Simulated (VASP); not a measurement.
Write the native input for VASP 6.6.1 that does the following.

```yaml
Task: single point
Functional: PBE
Potentials_or_basis: VASP PAW PBE potentials, release 64 (Sc_sv, Mo_sv)
Cutoff: 520 eV
k_mesh: 6 × 6 × 6
Occupations: gaussian, width 0.1 eV
Spin: no spin polarisation
Dipole_correction: no
Further_INCAR_settings: ALGO = Normal; EDIFF = 1e-06; NBANDS = 32
```

The structure of Sc3Mo lies in POSCAR:

```
Sc3Mo
1.0
    5.8765206725      0.0000000000      0.0000000000
   -2.9382603362      5.0892161882      0.0000000000
    0.0000000000      0.0000000000      2.7204350143
Sc Mo
3 1
Direct
    0.5000000000      0.0000000000      0.0000000000
    0.0000000000      0.5000000000      0.0000000000
    0.5000000000      0.5000000000      0.0000000000
    0.0000000000      0.0000000000      0.5000000000
```

The cell was built from a structure type or drawn by symmetry, and may not be a known phase.

One way to write it, as run:

INCAR

```
SYSTEM = Sc3Mo
  ALGO = Normal
  EDIFF = 1E-6
  ENCUT = 520
  GGA = PE
  ISIF = 2
  ISMEAR = 0
  LASPH = .True.
  LCHARG = .False.
  LREAL = .False.
  LWAVE = .False.
  NBANDS = 32
  NELM = 60
  PREC = Accurate
  SIGMA = 0.1
```

KPOINTS

```
k-points
0
Gamma
  6 6 6
  0 0 0
```

Potentials or basis: VASP PAW PBE potentials, release 64 (Sc_sv, Mo_sv).

Launch:

```console
$ cat potpaw_PBE.64/Sc_sv/POTCAR potpaw_PBE.64/Mo_sv/POTCAR > POTCAR
$ mpirun -np 1 vasp_std > vasp.out
```

It gave:

| Quantity | Value |
| --- | --- |
| Pressure | 0.0 GPa |
| Band gap on the k mesh | zero (an odd number of electrons rules out a gap without spin polarisation) |

Caveat: the k points lie up to 0.38 Å⁻¹ apart, too coarse for converged energies and pressures of a metal.

Run time: 59 s on 1 thread of Intel(R) Xeon(R) Platinum 8375C CPU @ 2.90GHz (Ice Lake) (shared host), peak memory 0.23 GiB.
